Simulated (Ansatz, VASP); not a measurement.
# One calculation of AlNi3, two programs

The input INCAR:

```
ALGO     = Normal         # electronic algorithm
EDIFF    = 1E-7           # SCF threshold, eV
ENCUT    = 520            # plane-wave cutoff, eV
GGA      = PE             # functional
ISIF     = 2              # what is computed and relaxed
ISMEAR   = -1             # smearing method
LASPH    = T              # aspherical terms in the spheres
LCHARG   = T              # write CHGCAR
LELF     = T              # ELF
LREAL    = F              # projectors in reciprocal space
LVHAR    = T            
LWAVE    = F              # write WAVECAR
NBANDS   = 24             # bands
NELM     = 100            # most SCF steps
PREC     = Accurate       # precision mode
SIGMA    = 0.2            # smearing width, eV
```

Contents of KPOINTS:

```
k-points
0
Gamma
  14 14 14
```

The input POSCAR:

```
AlNi3
1.0
    0.0000000000      2.8018887551      2.8018887551
    2.8018887551      0.0000000000      2.8018887551
    2.8018887551      2.8018887551      0.0000000000
Al Ni
1 3
Direct
    0.5000000000      0.5000000000      0.5000000000
    0.2500000000      0.2500000000      0.2500000000
    0.0000000000      0.0000000000      0.0000000000
    0.7500000000      0.7500000000      0.7500000000
```

Input for Ansatz:

```yaml
crystal:
  lattice:
    - [0.0, 2.8018887551, 2.8018887551]
    - [2.8018887551, 0.0, 2.8018887551]
    - [2.8018887551, 2.8018887551, 0.0]
  atoms:
    - { symbol: Al, position: [0.5, 0.5, 0.5] }
    - { symbol: Ni, position: [0.25, 0.25, 0.25] }
    - { symbol: Ni, position: [0.0, 0.0, 0.0] }
    - { symbol: Ni, position: [0.75, 0.75, 0.75] }
basis:
  ecutwfc: 420
kpoints:
  mp_grid: { grid: [14, 14, 14] }
hamiltonian:
  xc: pbe
scf:
  occupations: { method: fermi_dirac, width: 0.2 }
output:
  forces: true
  stress: true
  eigenvalues: true
```

Alike in both runs: task single point; functional PBE; k mesh 14 × 14 × 14; occupations fermi-dirac, width 0.2 eV; no spin polarisation.

|  | VASP | Ansatz |
| --- | --- | --- |
| version | VASP 6.6.1 | Ansatz 0.2.0 |
| potentials or method | VASP PAW PBE potentials, release 64 (Al, Ni), cutoff 520 eV | scalar-relativistic, plane waves, PAW |
| valence electrons in the cell | 33 | 57 |

|  | VASP | Ansatz | Ansatz less VASP |
| --- | --- | --- | --- |
| gap on the k mesh at the Fermi level (eV) | none | none | - |
| pressure (GPa) | 8.3 | 8.4 | +0.11 |

A gap of «none» marks a metal or a gap that the smearing closes. VASP's potentials hold 33 valence electrons a cell and Ansatz's 57, so a difference there can come from the potentials and not from the codes.
